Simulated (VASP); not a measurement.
Write the native input for VASP 6.6.1 that does the following.

| Property | Result |
| --- | --- |
| Task | single point |
| Functional | PBE |
| Potentials or basis | VASP PAW PBE potentials, release 64 (Nb_sv, Te) |
| Cutoff | 520 eV |
| k mesh | 8 × 8 × 8 |
| Occupations | gaussian, width 0.026 eV |
| Spin | no spin polarisation |
| Dipole correction | no |
| Further INCAR settings | ALGO = Normal; EDIFF = 1e-06; NBANDS = 16 |

The structure of NbTe lies in POSCAR:

```
NbTe
1.0
    3.4257000000      0.0000000000      0.0000000000
    0.0000000000      3.4257000000      0.0000000000
    0.0000000000      0.0000000000      3.4257000000
Nb Te
1 1
Direct
    0.5000000000      0.5000000000      0.5000000000
    0.0000000000      0.0000000000      0.0000000000
```

One way to write it, as run:

INCAR

```
SYSTEM = NbTe
PREC = Accurate ; ENCUT = 520
EDIFF = 1E-6 ; ISMEAR = 0
SIGMA = 0.026000000000000002 ; LREAL = .False.
LASPH = .True. ; NELM = 100
ALGO = Normal ; ISIF = 2
LWAVE = .False. ; LCHARG = .False.
GGA = PE ; NBANDS = 16
```

KPOINTS

```
regular mesh
0
Gamma
  8 8 8
  0 0 0
```

Potentials or basis: VASP PAW PBE potentials, release 64 (Nb_sv, Te).

Run with:

```bash
$ cat potpaw_PBE.64/Nb_sv/POTCAR potpaw_PBE.64/Te/POTCAR > POTCAR
$ mpirun -np 1 vasp_std > vasp.out
```

Results of the run:

The pressure is -0.3 GPa.

Wall time 16 s on 1 thread of Intel Xeon 6975P-C, on a shared host, peak memory 0.17 GiB.
